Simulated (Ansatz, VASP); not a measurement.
# Mg2Br3: VASP beside Ansatz

```
Mg Br
1.0
     5.14658   -0.07087   -0.02044
    -0.07087    5.25881    0.04004
    -0.04087    0.08007   10.39905
Mg Br
4 6
Direct
  0.02758 0.02003 0.52024
  0.03351 0.00757 0.99803
  0.50311 0.46482 0.25685
  0.49403 0.50075 0.75265
  0.98441 0.46259 0.24677
  0.97666 0.52014 0.74688
  0.49221 0.01994 0.23434
  0.47154 0.00114 0.74944
  0.50330 0.50535 0.98625
  0.51365 0.49766 0.50854
```

Change from the starting cell: cell x2, atoms moved at random (sigma 0.15 Å) and cell strained at random (1.5 %), then relaxed without symmetry.

Alike in both runs: task relaxation of cell and atoms; functional PBE; k mesh 4 × 4 × 2; occupations gaussian, width 0.2 eV; no spin polarisation.

|  | VASP | Ansatz |
| --- | --- | --- |
| version | VASP 6.6.1 | Ansatz 0.2.0 |
| potentials or method | VASP PAW PBE potentials, release 64 (Mg, Br), cutoff 600 eV | scalar-relativistic, plane waves, PAW |
| valence electrons in the cell | 50 | 82 |

|  | VASP | Ansatz | Ansatz less VASP |
| --- | --- | --- | --- |
| gap on the k mesh at the Fermi level, each at its own relaxed structure (eV) | none | none | - |
| relaxed volume (Å³/atom) | 31.01 | 31.14 | +0.135 |
| relaxed length of the cell vector where the two differ most in proportion (Å) | 5.371 | 5.382 | +0.0118 |

A gap of «none» marks a metal or a gap that the smearing closes. VASP's potentials hold 50 valence electrons a cell and Ansatz's 82, so a difference there can come from the potentials and not from the codes.
